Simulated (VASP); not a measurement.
# Mg in VASP: a series of runs, part 2 of 2

VASP 6.6.1.

**3. Single point, PBE (the cell strained at random)**

Contents of INCAR:

```
SYSTEM = Mg
PREC = Accurate ; ENCUT = 520
EDIFF = 1E-6 ; ISMEAR = -5
SIGMA = 0.05 ; LREAL = .FALSE.
LASPH = .TRUE. ; NELM = 80
ALGO = Normal ; ISIF = 2
LWAVE = .FALSE. ; LCHARG = .FALSE.
GGA = PE ; NBANDS = 7
```

Contents of KPOINTS:

```
Automatic mesh
0
G
  8 8 8
  0 0 0
```

Contents of POSCAR:

```
Mg
1.0
   -1.8789420000      1.7781470000      1.6819120000
    1.8451470000     -1.8054470000      1.6748110000
    1.8992570000      1.8257610000     -1.7117570000
Mg
1
Direct
    0.0000000000      0.0000000000      0.0000000000
```

Potentials or basis: VASP PAW PBE potentials, release 64 (Mg).

Launch:

```bash
cat potpaw_PBE.64/Mg/POTCAR > POTCAR
mpirun -np 1 vasp_std > vasp.out
```

OUTCAR:

```text
SYSTEM = Mg
   PREC = Accurate
   ENCUT = 520
   EDIFF = 1E-6
   ISMEAR = -5
   LREAL = .FALSE.
   LASPH = .TRUE.
   NELM = 80
   ISIF = 2
   GGA = PE

 ion  position               nearest neighbor table
   1  0.000  0.000  0.000-

  LATTYP: Found a triclinic cell.
 ALAT       =     5.9579346608
 B/A-ratio  =     0.6049225168
 C/A-ratio  =     0.5634509802
 COS(alpha) =     0.0164687662
 COS(beta)  =     0.2903913811
 COS(gamma) =     0.9085218275

  Lattice vectors:

 A1 = (  -1.8248320000,   5.4093550000,  -1.7046560000)
 A2 = (   0.0203150000,   3.6039080000,  -0.0298450000)
 A3 = (   0.0337950000,   0.0273000000,  -3.3567230000)

Analysis of symmetry for initial positions (statically):
=====================================================================
 Subroutine PRICEL returns:
 Original cell was already a primitive cell.

 Routine SETGRP: Setting up the symmetry group for a
 triclinic supercell.

 Subroutine GETGRP returns: Found  2 space group operations
 (whereof  2 operations were pure point group operations)
 out of a pool of  2 trial point group operations.

The static configuration has the point symmetry S_2 .

Analysis of symmetry for dynamics (positions and initial velocities):
=====================================================================
 Subroutine PRICEL returns:
 Original cell was already a primitive cell.

 Routine SETGRP: Setting up the symmetry group for a
 triclinic supercell.

 Subroutine GETGRP returns: Found  2 space group operations
 (whereof  2 operations were pure point group operations)
 out of a pool of  2 trial point group operations.

The dynamic configuration has the point symmetry S_2 .

 Subroutine INISYM returns: Found  2 space group operations
 (whereof  2 operations are pure point group operations),
 and found     1 'primitive' translations

----------------------------------------------------------------------------------------
[... 113 lines left out ...]
     AMIX_MAG =   1.60;   BMIX_MAG =  1.00
  volume/ion in A,a.u.               =      22.64       152.81
  Fermi-wavevector in a.u.,A,eV,Ry     =   0.729065  1.377732  7.231974  0.531535
  Thomas-Fermi vector in A             =   1.820694
   LORBIT       =      0    0 simple, 1 ext, 2 COOP (PROOUT), +10 PAW based schemes
   GGA     = PE    functional components
   LHFCALC =     F    Hartree Fock is set to
   AEXX    =    0.0000 exact exchange contribution
   IVDW    =     0    specifies the selected vdW correction
   LEPSILON=     F    determine dielectric tensor
   LRPA    =     F    only Hartree local field effects (RPA)
 non-spin polarized calculation
 Fermi weights with tetrahedron method with Bloechl corrections
  energy-cutoff  :      520.00
  volume of cell :       22.64
 maximum number of plane-waves:       620
   NGX = 11   NGY = 11   NGZ = 11

 number of electron       2.0000000 magnetization

 Free energy of the ion-electron system (eV)
  ---------------------------------------------------
  ext. energy  EPLUGINS =         0.00000000
  ---------------------------------------------------
  free energy    TOTEN  =        -1.47918796 eV

  energy without entropy =       -1.47918796  energy(sigma->0) =       -1.47918796

 E-fermi :   2.8803     XC(G=0):  -8.5377

 val. band max:        3.7446465292   @ k =   0.2500   0.2500   0.2500
 cond. band min:       2.0728661394   @ k =   0.0000   0.5000  -0.0000
 fundamental gap:     -1.6717803898
 Fermi energy:         2.8803316880

 k-point     1 :       0.0000    0.0000    0.0000
  band No.  band energies     occupation
      1      -4.2839      2.00000
      2      14.6676      0.00000
      3      16.1211      0.00000
      4      16.7730      0.00000
      5      16.8578      0.00000
      6      17.0096      0.00000
      7      17.3168      0.00000
[... 221 lines left out ...]
 k-point    24 :       0.2500    0.3750   -0.0000
  band No.  band energies     occupation
      1       2.2678      1.99908
      2       3.1916      0.01847
      3       5.5543      0.00000
      4      10.5707      0.00000
      5      15.6924      0.00000
      6      17.1083      0.00000
      7      20.6751      0.00000

 [... further k-points ...]

------------------------ aborting loop because EDIFF is reached ----------------------------------------

  FORCE on cell =-STRESS in cart. coord.  units (eV):
  Direction    XX          YY          ZZ          XY          YZ          ZX
  --------------------------------------------------------------------------------------
  -------------------------------------------------------------------------------------
  Total        0.0846301     -0.0746570     -0.0101738     -0.0908505      0.0448136      0.0879217
  in kB        5.9879614     -5.2823162     -0.7198443     -6.4280810      3.1707628      6.2208580
  external PRESSURE =      -0.0047330 kB  Pullay stress =       0.0000000 kB

 VOLUME and BASIS-vectors are now :
 -----------------------------------------------------------------------------
  energy-cutoff  :      520.00
  volume of cell :       22.64
      direct lattice vectors                 reciprocal lattice vectors
    -1.878942000  1.778147000  1.681912000     0.001443282  0.279954477  0.300200980
     1.845147000 -1.805447000  1.674811000     0.270026323  0.000967533  0.300636053
     1.899257000  1.825761000 -1.711757000     0.265616282  0.276020035  0.004919038

 POSITION                                       TOTAL-FORCE (eV/Angst)
 -----------------------------------------------------------------------------------
      0.00000      0.00000      0.00000         0.000000      0.000000      0.000000
 -----------------------------------------------------------------------------------
    total drift:                                0.000000      0.000000      0.000000

  FREE ENERGIE OF THE ION-ELECTRON SYSTEM (eV)
  ---------------------------------------------------
  free  energy   TOTEN  =        -1.4791879561 eV

  energy  without entropy=       -1.4791879561  energy(sigma->0) =       -1.47918796
```

Run time: 23 s. Hardware: 1 thread of Intel Xeon Platinum 8259CL at 2.50GHz (Skylake/Cascade Lake), shared host; peak memory 0.17 GiB.

Results:

| Property | Result |
| --- | --- |
| Free energy | -1.4792 eV |
| Pressure | 0.0 GPa |
| Band gap on the k mesh | zero (bands 1 and 2 overlap by 4.21 eV) |

Caveat: the cell differs from its parent crystal (the cell strained at random); tetrahedron occupations give inexact forces and stress in metals.

**4. Single point, PBEsol+D3(BJ), collinear spin**

Contents of INCAR:

```
SYSTEM = Mg
PREC = Accurate
ENCUT = 520
EDIFF = 1E-6
ISMEAR = -1
SIGMA = 0.1
LREAL = .False.
LASPH = .True.
NELM = 150
ALGO = Normal
ISIF = 2
LWAVE = .False.
LCHARG = .False.
ISPIN = 2
MAGMOM = 0.5
LORBIT = 11
GGA = PS
IVDW = 12
NBANDS = 11
```

Contents of KPOINTS:

```
Automatic mesh
0
Gamma
  11 11 11
  0 0 0
```

Contents of POSCAR:

```
Mg
1.0
   -1.8359916300      1.8359916300      1.6794040200
    1.8359916300     -1.8359916300      1.6794040200
    1.8359916300      1.8359916300     -1.6794040200
Mg
1
Direct
    0.0000000000      0.0000000000      0.0000000000
```

Launch:

```bash
cat potpaw_PBE.64/Mg/POTCAR > POTCAR
mpirun -np 1 vasp_std > vasp.out
```

Run time: 50 s. Hardware: 1 thread of Intel Xeon Platinum 8259CL at 2.50GHz (Skylake/Cascade Lake), shared host; peak memory 0.19 GiB.

The run converged. Its results:

* Free energy: -1.9677 eV
* Pressure: -2.2 GPa
* Band gap on the k mesh: zero (filled and empty bands overlap)
* Net moment: 0.00 μB per cell
* Valence electrons inside the program's atomic spheres: Mg 0.35
* Dispersion energy per atom: -0.265 eV

Stress tensor (GPa, compression positive):
```
-2.23  0.00  0.00
 0.00 -2.23  0.00
 0.00  0.00 -2.00
```

Levels at points of the mesh, in eV from the Fermi level:
Spin up:
```tsv
k point	band 1	band 2	band 3	band 4
(0.00, 0.00, 0.00)	-7.02	11.93	13.78	13.78
```
Spin down:
| k point | band 1 | band 2 | band 3 | band 4 |
| --- | --- | --- | --- | --- |
| (0.00, 0.00, 0.00) | -7.02 | 11.93 | 13.78 | 13.78 |

Caveat: the PAW data sets were made with another functional, which shifts forces and pressure a little.

**5. Single point, RPBE, collinear spin**

Contents of INCAR:

```
ALGO     = Fast           # electronic algorithm
EDIFF    = 1E-6           # SCF threshold, eV
ENCUT    = 520            # plane-wave cutoff, eV
GGA      = RP             # functional
ISIF     = 2              # what is computed and relaxed
ISMEAR   = 1              # smearing method
ISPIN    = 2              # spin polarisation
LASPH    = T              # aspherical terms in the spheres
LCHARG   = F              # write CHGCAR
LORBIT   = 11             # projections on sites
LREAL    = F              # projectors in reciprocal space
LWAVE    = F              # write WAVECAR
MAGMOM   = 1              # initial moments
NBANDS   = 11             # bands
NELM     = 150            # most SCF steps
PREC     = Accurate       # precision mode
SIGMA    = 0.1            # smearing width, eV
```

Contents of KPOINTS:

```
k-points
0
Gamma
  11 11 11
```

POSCAR is that of step 4.

Launch:

```bash
cat potpaw_PBE.64/Mg/POTCAR > POTCAR
mpirun -np 1 vasp_std > vasp.out
```

Wall time 65 s (1 thread of Intel Xeon Platinum 8259CL at 2.50GHz (Skylake/Cascade Lake), shared host); peak memory 0.18 GiB.

It converged, with:

- Free energy: -1.3086 eV
- Pressure: 1.6 GPa
- Band gap on the k mesh: zero (filled and empty bands overlap)
- Net moment: 0.00 μB per cell
- Valence electrons inside the program's atomic spheres: Mg 0.34

Stress tensor (GPa, compression positive):
```
1.34 0.00 0.00
0.00 1.34 0.00
0.00 0.00 2.07
```

Levels at points of the mesh, in eV from the Fermi level:
Spin up:
```
           k point  band 1  band 2  band 3  band 4  band 5  band 6
(0.00, 0.00, 0.00)   -7.03   11.96   13.83   13.83   14.12   14.42
```
Spin down:
| k point | band 1 | band 2 | band 3 | band 4 | band 5 | band 6 |
| --- | --- | --- | --- | --- | --- | --- |
| (0.00, 0.00, 0.00) | -7.03 | 11.96 | 13.83 | 13.83 | 14.12 | 14.42 |

Caveat: the PAW data sets were made with another functional, which shifts forces and pressure a little.

**6. Overview**

| level | spin | cell | k mesh | smearing | gap on the mesh (eV) | pressure (GPa) | moment (μB) |
| --- | --- | --- | --- | --- | --- | --- | --- |
| PBE+D4 | off | a = 3.092 Å, angles 107.2, 107.2, 114.2°, 1 atom | 11 × 11 × 11 | gaussian 0.01 eV | none | -0.7 | - |
| PBE | off | a = 3.086, b = 3.077, c = 3.142 Å, angles 106.0, 109.3, 114.0°, 1 atom | 8 × 8 × 8 | tetrahedron | none | 0.0 | - |
| PBEsol+D3(BJ) | collinear | a = 3.092 Å, angles 107.2, 107.2, 114.2°, 1 atom | 11 × 11 × 11 | fermi-dirac 0.1 eV | none | -2.2 | 0.00 |
| RPBE | collinear | a = 3.092 Å, angles 107.2, 107.2, 114.2°, 1 atom | 11 × 11 × 11 | methfessel-paxton 0.1 eV | none | 1.6 | 0.00 |

Alike in all rows: task single point; potentials or basis VASP PAW PBE potentials, release 64 (Mg); cutoff (eV) 520.

The pressure there spans -2.2 GPa (PBEsol+D3(BJ)) to 1.6 GPa (RPBE); a positive pressure means that this level wants a larger cell, a negative one a smaller.

Caveats: the PAW data sets were made with another functional, which shifts forces and pressure a little (at least some runs); tetrahedron occupations give inexact forces and stress in metals (at least some runs).

Total energies depend on the potentials used, so only differences within one code and one set of settings carry meaning.
